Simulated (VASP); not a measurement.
A run of VASP 6.6.1 is set up as follows.

Contents of INCAR:

```
PREC = Accurate ; ENCUT = 520
EDIFF = 1E-6 ; ISMEAR = -1
SIGMA = 0.13605693000000002 ; LREAL = False
LASPH = True ; NELM = 80
ALGO = Normal ; ISIF = 2
LWAVE = False ; LCHARG = False
NBANDS = 13
```

File KPOINTS:

```
Automatic mesh
0
Gamma
  15 15 15
```

The input POSCAR:

```
Mo
1.0
   -1.5559259794      1.5559259794      1.5559259794
    1.5559259794     -1.5559259794      1.5559259794
    1.5559259794      1.5559259794     -1.5559259794
Mo
1
Direct
    0.0000000000      0.0000000000      0.0000000000
```

Potentials or basis: VASP PAW LDA potentials, release 64 (Mo_sv).

Launch:

```sh
$ cat potpaw_LDA.64/Mo_sv/POTCAR > POTCAR
$ mpirun -np 1 vasp_std > vasp.out
```

Task: What does it give for the pressure?

Result: 1.4 GPa.

Task: Estimate the band gap on the k mesh.

Result: Zero (bands 7 and 8 overlap by 5.36 eV).
